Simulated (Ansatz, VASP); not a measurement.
Mg5NiS6: VASP beside Ansatz

```
CELL_PARAMETERS angstrom
3.65730 0.00000 0.00000
0.00000 3.65730 0.00000
0.00000 0.00000 15.34856
ATOMIC_POSITIONS crystal
Mg 0.00000 0.00000 0.65932
Mg 0.50000 0.50000 0.82766
Mg 0.00000 0.00000 0.00000
Mg 0.50000 0.50000 0.17234
Mg 0.00000 0.00000 0.34068
Ni 0.50000 0.50000 0.50000
S 0.00000 0.00000 0.82893
S 0.50000 0.50000 0.00000
S 0.00000 0.00000 0.17107
S 0.50000 0.50000 0.34664
S 0.00000 0.00000 0.50000
S 0.50000 0.50000 0.65336
```

Alike in both runs: functional PBE; k mesh 10 × 10 × 4; occupations gaussian, width 0.1 eV; no spin polarisation.

Ansatz relaxed the structure, and its values are those at the end. VASP's run is a single point on that final structure, the one shown.

```csv
,VASP,Ansatz
version,VASP 6.6.1,Ansatz 0.2.0
potentials or method,"VASP PAW PBE potentials, release 64 (Mg, Ni, S), cutoff 520 eV","scalar-relativistic, plane waves, PAW"
valence electrons in the cell,56,104
```

VASP gave:

- gap on the k mesh at the Fermi level (eV): none
- pressure (GPa): -0.2
- rms of the force components (eV/Å): 0.006

Problem. Estimate Ansatz's values.

Solution. gap on the k mesh at the Fermi level (eV): none; pressure (GPa): 0.0; rms of the force components (eV/Å): 0.000.

A gap of «none» marks a metal or a gap that the smearing closes. VASP's potentials hold 56 valence electrons a cell and Ansatz's 104, so a difference there can come from the potentials and not from the codes.
